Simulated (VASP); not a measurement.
# HfC (P1) in VASP: single point with PBEsol

Aim: the single point of HfC with PBEsol.

All numbers are computed with VASP 6.6.1; they aren't measurements. Logs are shortened: lines on timing, memory, paths and dates and some standing lists are left out, and cuts for length are marked.

### 1 The cell of the first run

The typed cell holds 16 atoms: a = 6.705 Å, b = 6.705 Å, c = 6.705 Å, α = 60.00°, β = 60.00°, γ = 60.00°.

### 2 Single point, PBEsol (dynamics (nvt langevin) at 1800 K, volume x 1.06, from the last frame before)

Contents of INCAR:

```
PREC     = Accurate       # precision mode
ENCUT    = 520            # plane-wave cutoff, eV
EDIFF    = 1E-6           # SCF threshold, eV
ISMEAR   = -1             # smearing method
SIGMA    = 0.1551         # smearing width, eV
LREAL    = Auto         
LASPH    = True           # aspherical terms in the spheres
NELM     = 100            # most SCF steps
ALGO     = Normal         # electronic algorithm
ISIF     = 2              # what is computed and relaxed
LWAVE    = False          # write WAVECAR
LCHARG   = False          # write CHGCAR
GGA      = PS             # functional
NBANDS   = 70             # bands
```

Contents of KPOINTS:

```
Automatic mesh
0
Gamma
  2 2 2
  0.5 0.5 0.5
```

Contents of POSCAR:

```
HfC
1.0
   -4.7411996243      4.7411996243      0.0000000000
   -4.7411996243      0.0000000000      4.7411996243
    0.0000000000      4.7411996243      4.7411996243
Hf C
8 8
Direct
    0.7306556936      0.7553199156      0.7344905880
    0.2739353124      0.7510409352      0.7458536405
    0.7630101634      0.2621786886      0.7442855774
    0.7438759764      0.7345066177      0.2422063172
    0.2457865292      0.2363306945      0.7661862583
    0.2379453702      0.7613129136      0.2475212168
    0.7479120858      0.2349927420      0.2891741771
    0.2612105792      0.2325233248      0.2839337313
   -0.0138102179      0.0103878773      0.0152657567
    0.4962606906     -0.0019267276     -0.0075000006
    0.0086452804      0.4998015666      0.0036109005
    0.0012765757     -0.0017188688      0.5043431388
    0.5067301929      0.4841696579      0.0010976125
    0.4768006368      0.0096627444      0.4992662591
   -0.0120137317      0.5065257087      0.5235380698
    0.5028137790      0.4673413219      0.5320169366
```

Potentials or basis: VASP PAW PBE potentials, release 64 (Hf_pv, C).

The run is started by

```bash
> cat potpaw_PBE.64/Hf_pv/POTCAR potpaw_PBE.64/C/POTCAR > POTCAR
> mpirun -np 1 vasp_std > vasp.out
```

OUTCAR:

```text
PREC = Accurate
   ENCUT = 520
   EDIFF = 1E-6
   ISMEAR = -1
   LREAL = Auto
   LASPH = True
   NELM = 100
   ISIF = 2
   GGA = PS

 ion  position               nearest neighbor table
   1  0.731  0.755  0.734-  15 2.19  14 2.32  13 2.36  10 2.38  12 2.44  11 2.60   2 3.04   7 3.11
                             3 3.17   5 3.24   4 3.33   6 3.34   6 3.37   4 3.38   5 3.47   3 3.55
   2  0.274  0.751  0.746-  14 2.20  13 2.32  16 2.37  12 2.44  11 2.45   9 2.51   1 3.04   8 3.16
                             5 3.23   4 3.28   3 3.28   6 3.28   3 3.43   6 3.43   4 3.45   5 3.48
   3  0.763  0.262  0.744-  15 2.23  16 2.26  13 2.28   9 2.35  12 2.39  10 2.52   1 3.17   7 3.20
                             8 3.22   5 3.23   4 3.28   2 3.28   2 3.43   4 3.45   5 3.48   8 3.50
   4  0.744  0.735  0.242-  11 2.25  10 2.36  16 2.42   9 2.47  15 2.51  14 2.52   7 3.19   2 3.28
                             3 3.28   6 3.29   8 3.31   1 3.33   1 3.38   6 3.42   8 3.43   3 3.45
   5  0.246  0.236  0.766-  10 2.26   9 2.31  16 2.32  14 2.35  15 2.38  11 2.38   8 3.20   6 3.21
                             3 3.23   2 3.23   1 3.24   7 3.29   7 3.43   1 3.47   2 3.48   3 3.48
   6  0.238  0.761  0.248-   9 2.30  12 2.34  10 2.35  15 2.40  13 2.48  16 2.61   5 3.21   7 3.24
                             2 3.28   4 3.29   1 3.34   8 3.36   8 3.37   1 3.37   4 3.42   2 3.43
   7  0.748  0.235  0.289-  12 2.23  16 2.25   9 2.37  14 2.37  11 2.50  13 2.52   1 3.11   4 3.19
                             3 3.20   6 3.24   5 3.29   8 3.29   8 3.42   5 3.43   6 3.48   3 3.52
   8  0.261  0.233  0.284-  14 2.04  12 2.35  13 2.37  15 2.44  10 2.51  11 2.53   2 3.16   5 3.20
                             3 3.22   7 3.29   4 3.31   6 3.36   6 3.37   7 3.42   4 3.43   3 3.50
   9  0.986  0.010  0.015-   6 2.30   5 2.31   3 2.35   7 2.37   4 2.47   2 2.51
  10  0.496  0.998  0.992-   5 2.26   6 2.35   4 2.36   1 2.38   8 2.51   3 2.52
  11  0.009  0.500  0.004-   4 2.25   5 2.38   2 2.45   7 2.50   8 2.53   1 2.60
  12  0.001  0.998  0.504-   7 2.23   6 2.34   8 2.35   3 2.39   2 2.44   1 2.44
  13  0.507  0.484  0.001-   3 2.28   2 2.32   1 2.36   8 2.37   6 2.48   7 2.52
  14  0.477  0.010  0.499-   8 2.04   2 2.20   1 2.32   5 2.35   7 2.37   4 2.52
  15  0.988  0.507  0.524-   1 2.19   3 2.23   5 2.38   6 2.40   8 2.44   4 2.51
  16  0.503  0.467  0.532-   7 2.25   3 2.26   5 2.32   2 2.37   4 2.42   6 2.61

  LATTYP: Found a face centered cubic cell.
 ALAT       =     9.4823992486

  Lattice vectors:

 A1 = (  -4.7411996243,   4.7411996243,   0.0000000000)
 A2 = (  -4.7411996243,   0.0000000000,   4.7411996243)
 A3 = (   0.0000000000,   4.7411996243,   4.7411996243)

Analysis of symmetry for initial positions (statically):
=====================================================================
 Subroutine PRICEL returns:
 Original cell was already a primitive cell.

 Routine SETGRP: Setting up the symmetry group for a
 face centered cubic supercell.
[... 151 lines left out ...]
   EMIN   =  10.00;   EMAX   =-10.00  energy-range for DOS
   EFERMI =   0.00;   METHOD = LEGACY
   ISMEAR =    -1;   SIGMA  =   0.16  broadening in eV -4-tet -1-fermi 0-gaus
   EFERMI_NEDOS =   21; number of points for ismear=-14 and -15
   IALGO  =     38    algorithm
   IMIX   =      4    mixing-type and parameters
     AMIX     =   0.40;   BMIX     =  1.00
     AMIX_MAG =   1.60;   BMIX_MAG =  1.00
  volume/ion in A,a.u.               =      13.32        89.90
  Fermi-wavevector in a.u.,A,eV,Ry     =   1.321040  2.496403 23.744158  1.745146
  Thomas-Fermi vector in A             =   2.450823
   LORBIT       =      0    0 simple, 1 ext, 2 COOP (PROOUT), +10 PAW based schemes
   GGA     = PS    functional components
   LHFCALC =     F    Hartree Fock is set to
   AEXX    =    0.0000 exact exchange contribution
   IVDW    =     0    specifies the selected vdW correction
   LEPSILON=     F    determine dielectric tensor
   LRPA    =     F    only Hartree local field effects (RPA)
 non-spin polarized calculation
  energy-cutoff  :      520.00
  volume of cell :      213.15
 maximum number of plane-waves:      5756
 NGX is ok and might be reduce to    50
   NGX = 25   NGY = 25   NGZ = 25

 number of electron     112.0000002 magnetization

 Free energy of the ion-electron system (eV)
  ---------------------------------------------------
  ext. energy  EPLUGINS =         0.00000000
  ---------------------------------------------------
  free energy    TOTEN  =      -173.99713597 eV

  energy without entropy =     -173.75330198  energy(sigma->0) =     -173.87521898

 E-fermi :   5.3272     XC(G=0): -12.1171

 val. band max:        5.1811763256   @ k =   0.2500   0.2500   0.2500
 cond. band min:       5.4473772586   @ k =   0.2500   0.2500   0.2500
 fundamental gap:      0.2662009330
 Fermi energy:         5.3272144963

 k-point     1 :       0.2500    0.2500    0.2500
  band No.  band energies     occupation
      1     -25.0042      2.00000
      2     -24.9870      2.00000
      3     -24.9586      2.00000
      4     -24.9441      2.00000
      5     -24.8957      2.00000
      6     -24.8756      2.00000
[... 1125 lines left out ...]
     67       9.1658      0.00000
     68       9.6454      0.00000
 [bands above 68 left out]

------------------------ aborting loop because EDIFF is reached ----------------------------------------

  FORCE on cell =-STRESS in cart. coord.  units (eV):
  Direction    XX          YY          ZZ          XY          YZ          ZX
  --------------------------------------------------------------------------------------
  -------------------------------------------------------------------------------------
  Total      -19.5991302    -14.2153861    -20.2295214     -0.2038460     -0.4924509     -0.5056291
  in kB     -147.3169306   -106.8499987   -152.0552677     -1.5322093     -3.7015091     -3.8005632
  external PRESSURE =    -135.4073990 kB  Pullay stress =       0.0000000 kB

 VOLUME and BASIS-vectors are now :
 -----------------------------------------------------------------------------
  energy-cutoff  :      520.00
  volume of cell :      213.15
      direct lattice vectors                 reciprocal lattice vectors
    -4.741199624  4.741199624  0.000000000    -0.105458542  0.105458542 -0.105458542
    -4.741199624  0.000000000  4.741199624    -0.105458542 -0.105458542  0.105458542
     0.000000000  4.741199624  4.741199624     0.105458542  0.105458542  0.105458542

 POSITION                                       TOTAL-FORCE (eV/Angst)
 -----------------------------------------------------------------------------------
     -7.04531      6.94655      7.06349        -0.581734      3.143369      1.125032
     -4.85962      4.83502      7.09708         3.763838     -1.000873     -0.065078
     -4.86062      7.14639      4.77185         2.333431      0.623230      0.246545
     -7.00931      4.67521      4.63079        -1.400118      0.032520     -0.186509
     -2.28581      4.79796      4.75313        -0.999457      0.070677      2.062559
     -4.73768      2.30169      4.78308         0.362753      0.638976     -0.096897
[... 8 lines left out ...]
     -7.08578      7.16644      4.88374        -0.323451     -0.400547     -1.588126
     -4.59970      4.90634      4.73816        -1.573642     -1.292810      0.285331
 -----------------------------------------------------------------------------------
    total drift:                                0.008547     -0.001873      0.010490

  FREE ENERGIE OF THE ION-ELECTRON SYSTEM (eV)
  ---------------------------------------------------
  free  energy   TOTEN  =      -173.9971359747 eV

  energy  without entropy=     -173.7533019839  energy(sigma->0) =     -173.87521898
```

OSZICAR:

```text
N       E                     dE             d eps       ncg     rms          rms(c)
DAV:   1     0.523488945477E+03    0.52349E+03   -0.60098E+04  2240   0.156E+03
DAV:   2    -0.153111811720E+03   -0.67660E+03   -0.64408E+03  2712   0.387E+02
DAV:   3    -0.197240728510E+03   -0.44129E+02   -0.42899E+02  2784   0.702E+01
DAV:   4    -0.198156401858E+03   -0.91567E+00   -0.91290E+00  2648   0.106E+01
DAV:   5    -0.198177212055E+03   -0.20810E-01   -0.20794E-01  2656   0.151E+00    0.153E+02
DAV:   6    -0.174838432156E+03    0.23339E+02   -0.13517E+02  2528   0.283E+01    0.105E+02
DAV:   7    -0.174498767324E+03    0.33966E+00   -0.14770E+01  2600   0.120E+01    0.472E+01
DAV:   8    -0.174069030170E+03    0.42974E+00   -0.31061E+00  2832   0.627E+00    0.869E+00
DAV:   9    -0.174006520371E+03    0.62510E-01   -0.51949E-01  2704   0.231E+00    0.431E+00
DAV:  10    -0.173998445852E+03    0.80745E-02   -0.70012E-02  2600   0.982E-01    0.887E-01
DAV:  11    -0.173997114561E+03    0.13313E-02   -0.13022E-02  2688   0.440E-01    0.226E-01
DAV:  12    -0.173997172840E+03   -0.58279E-04   -0.17417E-03  2656   0.143E-01    0.268E-01
DAV:  13    -0.173997139513E+03    0.33328E-04   -0.17640E-04  2656   0.486E-02    0.700E-02
DAV:  14    -0.173997136760E+03    0.27532E-05   -0.14718E-05  2688   0.157E-02    0.138E-02
DAV:  15    -0.173997135975E+03    0.78501E-06   -0.18509E-06  1568   0.556E-03
   1 F= -.17399714E+03 E0= -.17387522E+03  d E =-.243834E+00
```

stdout:

```text
POSCAR found type information on POSCAR HfC
 POSCAR found :  2 types and      16 ions
 scaLAPACK will be used
 -----------------------------------------------------------------------------
|                                                                             |
|                                                                             |
|     You enforced a specific xc type in the INCAR file but a different       |
|     I HOPE YOU KNOW WHAT YOU ARE DOING!                                     |
|                                                                             |
 -----------------------------------------------------------------------------

 LDA part: xc-table for (Slater+PW92), standard interpolation
 POSCAR, INCAR and KPOINTS ok, starting setup
 FFT: planning ... GRIDC
 FFT: planning ... GRID_SOFT
 FFT: planning ... GRID
 WAVECAR not read
 entering main loop
```

Wall time 4.3 min (1 thread of Intel Xeon 6975P-C (Granite Rapids), shared host); peak memory 0.43 GiB.

What came out:

| Quantity | Value |
| --- | --- |
| Free energy | -173.9971 eV |
| Pressure | -13.5 GPa |
| Largest force | 4.541 eV/Å |
| Band gap on the k mesh | 0.27 eV, direct |

Forces in eV/Å, atoms in the order of the input:
```
Hf  -0.582  3.143  1.125
Hf   3.764 -1.001 -0.065
Hf   2.333  0.623  0.247
Hf  -1.400  0.033 -0.187
Hf  -0.999  0.071  2.063
Hf   0.363  0.639 -0.097
Hf  -1.463 -1.994 -1.267
Hf  -0.695 -4.361 -1.061
C    0.233  0.651 -1.029
C    0.618  1.216  0.371
C    0.679 -0.295  0.411
C   -0.011  0.206 -0.181
C   -0.403 -0.286  1.154
C   -0.540  3.049 -0.180
C   -0.323 -0.401 -1.588
C   -1.574 -1.293  0.285
```

Caveat: the k points lie up to 0.57 Å⁻¹ apart; the PAW data sets were made with another functional, which shifts forces and pressure a little; spin-orbit coupling is left out, which moves the levels of the heavy elements. A k mesh can miss the band edges.
